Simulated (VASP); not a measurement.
# Si2Mo in VASP: further runs

The runs below take Si2Mo through single point, with PBEsol.

Program: VASP 6.6.1. These are calculated values, not measurements. Logs are shortened: lines on timing, memory, paths and dates and some standing lists are left out, and cuts for length are marked.

## 1. The cell of the first run

The structure is tetragonal, space group I4/mmm (No. 139). The conventional cell has a = 3.179 Å, b = 3.179 Å, c = 7.808 Å, α = 90.00°, β = 90.00°, γ = 90.00°. Within 3.4 Å of Si (site symmetry 4mm) lie 9 Si at 2.59 to 3.18 Å and 5 Mo at 2.60 Å. Mo (site symmetry 4/mmm) has 10 Si at 2.60 Å and 4 Mo at 3.18 Å within 3.4 Å.

## 2. Single point, PBEsol (13.15 Å³/atom)

INCAR reads:

```
ALGO = Normal ; EDIFF = 1E-6
ENCUT = 520 ; GGA = PS
ISIF = 2 ; ISMEAR = -1
ISYM = 0 ; LASPH = True
LCHARG = True ; LELF = True
LREAL = False ; LVHAR = True
LWAVE = False ; NBANDS = 18
NELM = 100 ; PREC = Accurate
SIGMA = 0.03
```

KPOINTS reads:

```
k-points
0
Gamma
  12 12 16
```

POSCAR reads:

```
Si2Mo
1.0
   -1.5892614214      1.5892614214      3.9041200105
    1.5892614214     -1.5892614214      3.9041200105
    1.5892614214      1.5892614214     -3.9041200105
Si Mo
2 1
Direct
    0.3330000000      0.3330000000      0.0000000000
    0.6670000000      0.6670000000      0.0000000000
    0.0000000000      0.0000000000      0.0000000000
```

Potentials or basis: VASP PAW PBE potentials, release 64 (Si, Mo_sv).

On the command line:

```bash
> cat potpaw_PBE.64/Si/POTCAR potpaw_PBE.64/Mo_sv/POTCAR > POTCAR
> mpirun -np 1 vasp_std > vasp.out
```

OUTCAR:

```text
EDIFF = 1E-6
   ENCUT = 520
   GGA = PS
   ISIF = 2
   ISMEAR = -1
   ISYM = 0
   LASPH = True
   LREAL = False
   NELM = 100
   PREC = Accurate

 ion  position               nearest neighbor table
   1  0.333  0.333  0.000-   2 2.59   2 2.59   2 2.59   2 2.59   3 2.60   3 2.60   3 2.60   3 2.60
                             3 2.60   2 2.61
   2  0.667  0.667  0.000-   1 2.59   1 2.59   1 2.59   1 2.59   3 2.60   3 2.60   3 2.60   3 2.60
                             3 2.60   1 2.61
   3  0.000  0.000  0.000-   2 2.60   1 2.60   2 2.60   1 2.60   2 2.60   1 2.60   1 2.60   2 2.60
                             1 2.60   2 2.60

IMPORTANT INFORMATION: All symmetrisations will be switched off!
NOSYMM: (Re-)initialisation of all symmetry stuff for point group C_1.

----------------------------------------------------------------------------------------

                                     Primitive cell

  volume of cell :      39.4434

  direct lattice vectors                    reciprocal lattice vectors
    -1.589261421  1.589261421  3.904120010     0.000000000  0.314611551  0.128069834
     1.589261421 -1.589261421  3.904120010     0.314611551  0.000000000  0.128069834
     1.589261421  1.589261421 -3.904120010     0.314611551  0.314611551  0.000000000

  length of vectors
     4.504848143  4.504848143  4.504848143     0.339679717  0.339679717  0.444927922

  position of ions in fractional coordinates (direct lattice)
     0.333000000  0.333000000  0.000000000
     0.667000000  0.667000000  0.000000000
     0.000000000  0.000000000  0.000000000

  ion indices of the primitive-cell ions
   primitive index   ion index
                 1           1
                 2           2
                 3           3

----------------------------------------------------------------------------------------

 KPOINTS: k-points

Automatic generation of k-mesh.
 Grid dimensions read from file:
 generate k-points for:   12   12   16

 Generating k-lattice:

  Cartesian coordinates                     Fractional coordinates (reciprocal lattice)
     0.000000000  0.026217629  0.010672486     0.083333333 -0.000000000  0.000000000
     0.026217629  0.000000000  0.010672486    -0.000000000  0.083333333  0.000000000
     0.019663222  0.019663222  0.000000000     0.000000000  0.000000000  0.062500000

  Length of vectors
     0.028306643  0.028306643  0.027807995

  Shift w.r.t. Gamma in fractional coordinates (k-lattice)
     0.000000000  0.000000000  0.000000000

 -----------------------------------------------------------------------------
|                                                                             |
|           W    W    AA    RRRRR   N    N  II  N    N   GGGG   !!!           |
|           W    W   A  A   R    R  NN   N  II  NN   N  G    G  !!!           |
|           W    W  A    A  R    R  N N  N  II  N N  N  G       !!!           |
|           W WW W  AAAAAA  RRRRR   N  N N  II  N  N N  G  GGG   !            |
|           WW  WW  A    A  R   R   N   NN  II  N   NN  G    G                |
|           W    W  A    A  R    R  N    N  II  N    N   GGGG   !!!           |
|                                                                             |
|     Your reciprocal lattice and k-lattice belong to different lattice       |
|     classes:                                                                |
|                                                                             |
|        The reciprocal lattice is body-centered tetragonal,                  |
|        whereas your k-lattice is base-centered monoclinic.                  |
|                                                                             |
|     Results are often still useful ...                                      |
|                                                                             |
 -----------------------------------------------------------------------------

 WARNING: IBZKPT: internal override: KBLOWUP is changed to .FALSE.
      ... skipping the blow-up phase ...

 Subroutine IBZKPT returns following result:
 ===========================================

 Found   1156 irreducible k-points:

 Following reciprocal coordinates:
            Coordinates               Weight
  0.000000  0.000000  0.000000      1.000000
  0.083333  0.000000  0.000000      2.000000
  0.166667  0.000000  0.000000      2.000000
  0.250000 -0.000000  0.000000      2.000000
  0.333333 -0.000000  0.000000      2.000000
  0.416667  0.000000 -0.000000      2.000000
[... 16 lines left out ...]
  0.250000  0.166667  0.000000      2.000000
  0.333333  0.166667  0.000000      2.000000
 [... further k-points ...]
   k-points           NKPTS =   1156   k-points in BZ     NKDIM =   1156   number of bands    NBANDS=     18
   number of dos      NEDOS =    301   number of ions     NIONS =      3
   total plane-waves  NPLWV =  46656
   dimension x,y,z NGX =    36 NGY =   36 NGZ =   36
   dimension x,y,z NGXF=    72 NGYF=   72 NGZF=   72
   ions per type =               2   1
   NGX,Y,Z   is equivalent  to a cutoff of  13.29, 13.29, 13.29 a.u.
   NGXF,Y,Z  is equivalent  to a cutoff of  26.57, 26.57, 26.57 a.u.
 SYSTEM =  unknown system
   PREC   = accura    normal or accurate (medium, high low for compatibility)
   ISTART =      0    job   : 0-new  1-cont  2-samecut
   ICHARG =      2    charge: 1-file 2-atom 10-const
   ISPIN  =      1    spin polarized calculation?
   LNONCOLLINEAR =      F non collinear calculations
   LSORBIT =      F    spin-orbit coupling
   LASPH  =      T    aspherical Exc in radial PAW
   ENCUT  =  520.0 eV  38.22 Ry    6.18 a.u.   8.38  8.38  8.38*2*pi/ulx,y,z
   NELM   =    100;   NELMIN=  2; NELMDL= -5     # of ELM steps
   EDIFF  = 0.1E-05   stopping-criterion for ELM
   LREAL  =      F    real-space projection
   EDIFFG = 0.1E-04   stopping-criterion for IOM
   NSW    =      0    number of steps for IOM
   IBRION =     -1    ionic relax: 0-MD 1-quasi-New 2-CG
   NFREE  =      0    steps in history (QN), initial steepest desc. (CG)
   ISIF   =      2    stress and relaxation
   ISYM   =      0    0-nonsym 1-usesym 2-fastsym
   POTIM  = 0.5000    time-step for ionic-motion
   TEBEG  =    0.0;   TEEND  =   0.0 temperature during run
   PSTRESS=    0.0 pullay stress
   NELECT =      22.0000    total number of electrons
   NUPDOWN=      -1.0000    fix difference up-down
   EMIN   =  10.00;   EMAX   =-10.00  energy-range for DOS
   EFERMI =   0.00;   METHOD = LEGACY
   ISMEAR =    -1;   SIGMA  =   0.03  broadening in eV -4-tet -1-fermi 0-gaus
   EFERMI_NEDOS =   21; number of points for ismear=-14 and -15
   IALGO  =     38    algorithm
   IMIX   =      4    mixing-type and parameters
     AMIX     =   0.40;   BMIX     =  1.00
     AMIX_MAG =   1.60;   BMIX_MAG =  1.00
  volume/ion in A,a.u.               =      13.15        88.73
  Fermi-wavevector in a.u.,A,eV,Ry     =   1.347590  2.546576 24.708164  1.815999
  Thomas-Fermi vector in A             =   2.475328
   LORBIT       =      0    0 simple, 1 ext, 2 COOP (PROOUT), +10 PAW based schemes
   GGA     = PS    functional components
   LHFCALC =     F    Hartree Fock is set to
   AEXX    =    0.0000 exact exchange contribution
   IVDW    =     0    specifies the selected vdW correction
   LEPSILON=     F    determine dielectric tensor
   LRPA    =     F    only Hartree local field effects (RPA)
 non-spin polarized calculation
  energy-cutoff  :      520.00
  volume of cell :       39.44
 maximum number of plane-waves:      1080
 NGX is ok and might be reduce to    36
   NGX = 17   NGY = 17   NGZ = 17

 number of electron      22.0000000 magnetization

 Free energy of the ion-electron system (eV)
  ---------------------------------------------------
  ext. energy  EPLUGINS =         0.00000000
  ---------------------------------------------------
  free energy    TOTEN  =       -25.07222080 eV

  energy without entropy =      -25.07153158  energy(sigma->0) =      -25.07187619

 E-fermi :  12.5140     XC(G=0): -12.6066

 val. band max:       12.5113152257   @ k =  -0.4167   0.4167   0.3750
 cond. band min:      12.5241719809   @ k =   0.4167   0.5000   0.3750
 fundamental gap:      0.0128567552
 Fermi energy:        12.5139667714

 k-point     1 :       0.0000    0.0000    0.0000
  band No.  band energies     occupation
      1     -48.1216      2.00000
      2     -22.3322      2.00000
      3     -22.2195      2.00000
      4     -22.2186      2.00000
      5      -1.1232      2.00000
      6       6.0089      2.00000
[... 10 lines left out ...]
     17      17.6559      0.00000
     18      17.6562      0.00000

 k-point     2 :       0.0833    0.0000    0.0000
  band No.  band energies     occupation
      1     -48.1202      2.00000
      2     -22.3308      2.00000
      3     -22.2381      2.00000
      4     -22.2172      2.00000
      5      -0.9946      2.00000
      6       6.0223      2.00000
[... 10 lines left out ...]
     17      17.7792      0.00000
     18      18.3871      0.00000

 k-point     3 :       0.1667    0.0000    0.0000
  band No.  band energies     occupation
      1     -48.1164      2.00000
      2     -22.3269      2.00000
      3     -22.2900      2.00000
      4     -22.2124      2.00000
      5      -0.6158      2.00000
      6       5.9959      2.00000
[... 10 lines left out ...]
     17      18.4959      0.00000
     18      19.8278      0.00000

 k-point     4 :       0.2500   -0.0000    0.0000
  band No.  band energies     occupation
      1     -48.1113      2.00000
      2     -22.3605      2.00000
      3     -22.3213      2.00000
      4     -22.2058      2.00000
      5      -0.0071      2.00000
      6       5.6700      2.00000
[... 375 lines left out ...]
      4     -22.2791      2.00000
      5       0.0002      2.00000
      6       5.4825      2.00000
[... 10 lines left out ...]
     17      19.3347      0.00000
     18      20.4083      0.00000

 k-point    23 :       0.2500    0.1667    0.0000
  band No.  band energies     occupation
      1     -48.1062      2.00000
      2     -22.3522      2.00000
      3     -22.3176      2.00000
      4     -22.2745      2.00000
      5       0.6286      2.00000
      6       5.2138      2.00000
[... 10 lines left out ...]
     17      19.4403      0.00000
     18      21.1495      0.00000

 k-point    24 :       0.3333    0.1667    0.0000
  band No.  band energies     occupation
      1     -48.1011      2.00000
      2     -22.4201      2.00000
      3     -22.3114      2.00000
      4     -22.2669      2.00000
      5       1.4245      2.00000
      6       4.7136      2.00000
[... 10 lines left out ...]
     17      20.0995      0.00000
     18      21.1153      0.00000

 [... further k-points ...]
[... 5 lines left out ...]
  --------------------------------------------------------------------------------------
  -------------------------------------------------------------------------------------
  Total        0.5759651      0.5759654      0.4034389      0.0048603     -0.0016358     -0.0016360
  in kB       23.3955318     23.3955447     16.3875689      0.1974236     -0.0664453     -0.0664547
  external PRESSURE =      21.0595485 kB  Pullay stress =       0.0000000 kB

 VOLUME and BASIS-vectors are now :
 -----------------------------------------------------------------------------
  energy-cutoff  :      520.00
  volume of cell :       39.44
      direct lattice vectors                 reciprocal lattice vectors
    -1.589261421  1.589261421  3.904120010     0.000000000  0.314611551  0.128069834
     1.589261421 -1.589261421  3.904120010     0.314611551  0.000000000  0.128069834
     1.589261421  1.589261421 -3.904120010     0.314611551  0.314611551  0.000000000

 POSITION                                       TOTAL-FORCE (eV/Angst)
 -----------------------------------------------------------------------------------
      0.00000      0.00000      2.60014         0.000720      0.000720      0.295671
      0.00000      0.00000      5.20810        -0.000720     -0.000720     -0.295671
      0.00000      0.00000      0.00000         0.000000     -0.000000     -0.000000
 -----------------------------------------------------------------------------------
    total drift:                                0.000000     -0.000000     -0.000000

  FREE ENERGIE OF THE ION-ELECTRON SYSTEM (eV)
  ---------------------------------------------------
  free  energy   TOTEN  =       -25.0722208038 eV

  energy  without entropy=      -25.0715315781  energy(sigma->0) =      -25.07187619
```

Run time: 8 min. Hardware: 1 thread of Intel Xeon Platinum 8559C (Emerald Rapids), shared host; peak memory 0.82 GiB.

Results:

- Free energy: -25.0722 eV
- Pressure: 2.1 GPa
- Largest force: 0.296 eV/Å
- Band gap on the k mesh: zero (bands 11 and 12 overlap by 1.01 eV)

Forces in eV/Å, atoms in the order of the input:
```
Si   0.001  0.001  0.296
Si  -0.001 -0.001 -0.296
Mo   0.000  0.000  0.000
```

Stress tensor (GPa, compression positive):
```
 2.34  0.02 -0.01
 0.02  2.34 -0.01
-0.01 -0.01  1.64
```

Caveat: the PAW data sets were made with another functional, which shifts forces and pressure a little.

## 3. Single point, PBEsol (equal xy, yz and zx shear strains of -1 %)

INCAR reads:

```
SYSTEM = Si2Mo
PREC = Accurate ; ENCUT = 520
EDIFF = 1E-6 ; ISMEAR = -1
SIGMA = 0.03 ; LREAL = .FALSE.
LASPH = .TRUE. ; NELM = 80
ALGO = Normal ; ISIF = 2
LWAVE = .FALSE. ; LCHARG = .TRUE.
GGA = PS ; LELF = .TRUE.
LVHAR = .TRUE. ; NBANDS = 18
```

KPOINTS reads:

```
Automatic mesh
0
G
  12 12 16
  0 0 0
```

POSCAR reads:

```
Si2Mo
1.0
   -1.6276525000      1.5883475000      3.9305000000
    1.5883475000     -1.6276525000      3.9305000000
    1.6116525000      1.6116525000     -3.9465000000
Si Mo
2 1
Direct
    0.3330000000      0.3330000000      0.0000000000
    0.6670000000      0.6670000000      0.0000000000
    0.0000000000      0.0000000000      0.0000000000
```

Potentials or basis: VASP PAW PBE potentials, release 64 (Si, Mo_sv).

On the command line:

```bash
> cat potpaw_PBE.64/Si/POTCAR potpaw_PBE.64/Mo_sv/POTCAR > POTCAR
> mpirun -np 1 vasp_std > vasp.out
```

Wall time 16 min (1 thread of Oxide Virtual Turin-like, shared host); peak memory 0.51 GiB.

The run converged. Its results:

* Free energy: -25.0639 eV
* Pressure: -2.3 GPa
* Largest force: 0.326 eV/Å
* Band gap on the k mesh: zero (bands 11 and 12 overlap by 0.96 eV)

Forces on the atoms (eV/Å):
```
Si  -0.011 -0.011  0.326
Si   0.011  0.011 -0.326
Mo   0.000  0.000  0.000
```

Stress tensor (GPa, compression positive):
```
-1.85  2.00  2.06
 2.00 -1.85  2.06
 2.06  2.06 -3.18
```

Levels at points of the mesh, in eV from the Fermi level:
```tsv
k point	band 8	band 9	band 10	band 11	band 12	band 13	band 14	band 15
(0.00, 0.00, 0.00)	-3.09	-2.76	-2.61	0.39	3.04	3.04	3.60	3.66
(0.50, 0.00, 0.00)	-4.55	-2.63	-2.52	-0.54	2.21	3.03	3.96	4.33
(0.50, 0.50, 0.00)	-5.19	-4.58	-3.09	-1.10	2.28	2.67	2.94	3.25
(0.00, 0.00, 0.50)	-5.37	-4.49	-3.10	-1.23	2.28	2.68	3.03	3.21
(0.50, 0.00, 0.50)	-4.44	-2.71	-2.53	-0.56	2.24	2.96	4.05	4.13
(0.50, 0.50, 0.50)	-2.33	-0.67	-0.59	-0.57	-0.50	0.52	4.60	5.13
```

Caveat: the cell differs from its parent crystal (equal xy, yz and zx shear strains of -1 %); the PAW data sets were made with another functional, which shifts forces and pressure a little.

[end of part 1 of 2]
